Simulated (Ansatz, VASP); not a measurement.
# H: VASP beside Ansatz

INCAR

```
ALGO = Normal ; EDIFF = 1E-6
ENCUT = 400 ; GGA = PE
GGA_COMPAT = False ; ISIF = 2
ISMEAR = 0 ; IVDW = 12
LASPH = True ; LCHARG = False
LREAL = False ; LWAVE = False
NBANDS = 8 ; NELM = 120
NELMDL = -8 ; PREC = Accurate
SIGMA = 0.02
```

File KPOINTS:

```
k-points
0
Gamma
  1 1 1
```

Contents of POSCAR:

```
H
1.0
   10.0000000000      0.0000000000      0.0000000000
    0.0000000000     10.0000000000      0.0000000000
    0.0000000000      0.0000000000     10.0000000000
H
2
Direct
    0.5000000000      0.5000000000      0.4690000000
    0.5000000000      0.5000000000      0.5310000000
```

Input for Ansatz:

```yaml
crystal:
  lattice:
    - [10.0, 0.0, 0.0]
    - [0.0, 10.0, 0.0]
    - [0.0, 0.0, 10.0]
  atoms:
    - { symbol: H, position: [0.5, 0.5, 0.469] }
    - { symbol: H, position: [0.5, 0.5, 0.531] }
scf:
  occupations: { method: gaussian, width: 0.02 }
output:
  stress: false
  eigenvalues: true
kpoints:
  mp_grid: { grid: [1, 1, 1] }
hamiltonian:
  xc: pbe
  dispersion: d3bj
```

Alike in both runs: task single point; functional PBE; dispersion D3(BJ); k mesh 1 × 1 × 1; occupations gaussian, width 0.02 eV; no spin polarisation.

```csv
,VASP,Ansatz
version,VASP 6.6.1,Ansatz 0.2.0
potentials or method,"VASP PAW PBE potentials, release 64 (H)","scalar-relativistic, plane waves, PAW"
plane-wave cutoff (eV),400,420
valence electrons in the cell,2,2
```

VASP gave:

| Property | Result |
| --- | --- |
| gap on the k mesh at the Fermi level (eV) | 10.83 |

Problem. What did Ansatz give for the same quantities?

Solution. gap on the k mesh at the Fermi level (eV): 10.84.
